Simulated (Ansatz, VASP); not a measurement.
One calculation of SnSe, two programs

The input INCAR:

```
SYSTEM = SnSe
  ALGO = Normal
  EDIFF = 1E-6
  EDIFFG = -0.005
  ENCUT = 600
  GGA = PS
  IBRION = 2
  ISIF = 3
  ISMEAR = -1
  LASPH = .True.
  LCHARG = .False.
  LREAL = .False.
  LWAVE = .False.
  NELM = 80
  NSW = 60
  PREC = Accurate
  SIGMA = 0.08
```

The input KPOINTS:

```
k-points
0
Gamma
  12 12 12
  0 0 0
```

Contents of POSCAR:

```
SnSe
1.0
    0.0000000000      3.0546685047      3.0546685047
    3.0546685047      0.0000000000      3.0546685047
    3.0546685047      3.0546685047      0.0000000000
Sn Se
1 1
Direct
    0.0000000000      0.0000000000      0.0000000000
    0.2500000000      0.2500000000      0.2500000000
```

Input for Ansatz:

```yaml
crystal:
  lattice:
    - [0.0, 3.0546685047, 3.0546685047]
    - [3.0546685047, 0.0, 3.0546685047]
    - [3.0546685047, 3.0546685047, 0.0]
  atoms:
    - { symbol: Sn, position: [0.0, 0.0, 0.0] }
    - { symbol: Se, position: [0.25, 0.25, 0.25] }
kpoints:
  mp_grid: { grid: [12, 12, 12] }
scf:
  occupations: { method: fermi_dirac, width: 0.08 }
hamiltonian:
  xc: pbesol
  pseudopotentials: { kind: paw }
output:
  forces: true
  stress: true
relax:
  f_tol: 0.005
  max_steps: 40
  cell: {}
```

Alike in both runs: task relaxation of cell and atoms; functional PBEsol; k mesh 12 × 12 × 12; occupations fermi-dirac, width 0.08 eV; no spin polarisation.

|  | VASP | Ansatz |
| --- | --- | --- |
| version | VASP 6.6.1 | Ansatz 0.2.0 |
| potentials or method | VASP PAW PBE potentials, release 64 (Sn_d, Se) | PAW with Ansatz's default frozen-core files, scalar-relativistic |
| plane-wave cutoff (eV) | 600 | 420 |
| valence electrons in the cell | 20 | 30 |

VASP gave:

- relaxed volume (Å³/atom): 36.84
- relaxed cell length with the largest relative difference (Å): 4.706

Problem. Estimate Ansatz's values.

Solution. Relaxed volume (Å³/atom): 36.78; relaxed cell length with the largest relative difference (Å): 4.703.

VASP's potentials were made for PBE, not for PBEsol. VASP's potentials hold 20 valence electrons a cell and Ansatz's 30, so a difference there can come from the potentials and not from the codes.

Noted on VASP's run: the volume moved by over 15 % at a fixed basis, so the end points are rough.
